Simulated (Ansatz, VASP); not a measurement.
# CoO: VASP beside Ansatz

```
CELL_PARAMETERS angstrom
2.81246 0.00000 0.00000
-1.40623 2.43567 0.00000
0.00000 0.00000 5.01821
ATOMIC_POSITIONS crystal
Co 0.00000 0.00000 0.00000
Co 0.00000 0.00000 0.50000
O 0.33333 0.66667 0.25000
O 0.66667 0.33333 0.75000
```

Alike in both runs: task single point; functional r2SCAN; k mesh 18 × 18 × 8; occupations gaussian, width 0.1 eV; no spin polarisation.

```csv
,VASP,Ansatz
version,VASP 6.6.1,Ansatz 0.2.0
potentials or method,"VASP PAW PBE potentials, release 64 (Co, O), cutoff 520 eV","scalar-relativistic, plane waves, PAW"
valence electrons in the cell,30,46
```

Ansatz gave:

- gap on the k mesh at the Fermi level (eV): none
- pressure (GPa): -5.8
- traceless stress, the component that is largest in VASP (GPa): -0.24

Question: What did VASP give for the same quantities?

Answer: gap on the k mesh at the Fermi level (eV): none; pressure (GPa): -4.8; traceless stress, the component that is largest in VASP (GPa): -0.06.

VASP's potentials were made for PBE, not for r2SCAN. A gap of «none» marks a metal or a gap that the smearing closes. With one functional, cell and mesh, what is left measures potentials, basis and numerics. VASP's potentials hold 30 valence electrons a cell and Ansatz's 46, so a difference there can come from the potentials and not from the codes.
